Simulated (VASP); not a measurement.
Runs of VASP 6.6.1 on Mo. The structure is that of space group P6/mmm (No. 191), or close to it. The cells are those of the table. 

| cell | gap on the mesh (eV) | pressure (GPa) |
| --- | --- | --- |
| a = 2.975, b = 2.975, c = 2.555 Å, angles 90.0, 90.0, 120.0°, 1 atom | none | (a) |
| a = 2.941, b = 2.941, c = 2.555 Å, angles 90.0, 90.0, 120.0°, 1 atom | none | -25.3 |
| a = 2.530, b = 2.530, c = 2.555 Å, angles 90.0, 90.0, 120.0°, 1 atom | none | 45.4 |
| a = 2.872, b = 2.872, c = 2.555 Å, angles 90.0, 90.0, 120.0°, 1 atom | none | (b) |
| a = 2.667, b = 2.667, c = 2.555 Å, angles 90.0, 90.0, 120.0°, 1 atom | none | 9.2 |

Alike in all rows: task single point; level PBEsol; potentials or basis VASP PAW PBE potentials, release 64 (Mo_sv); no spin polarisation; k mesh 18 × 18 × 18; cutoff (eV) 520; smearing gaussian 0.15 eV.

Task: Fill in the values left out.

Result: (a) -27.4; (b) -20.0.

Caveats: the PAW data sets were made with another functional, which shifts forces and pressure a little.

A k mesh can miss the band edges, and the runs leave out spin-orbit coupling on Mo.

A gap of «none» marks levels without a gap at the run's occupations.
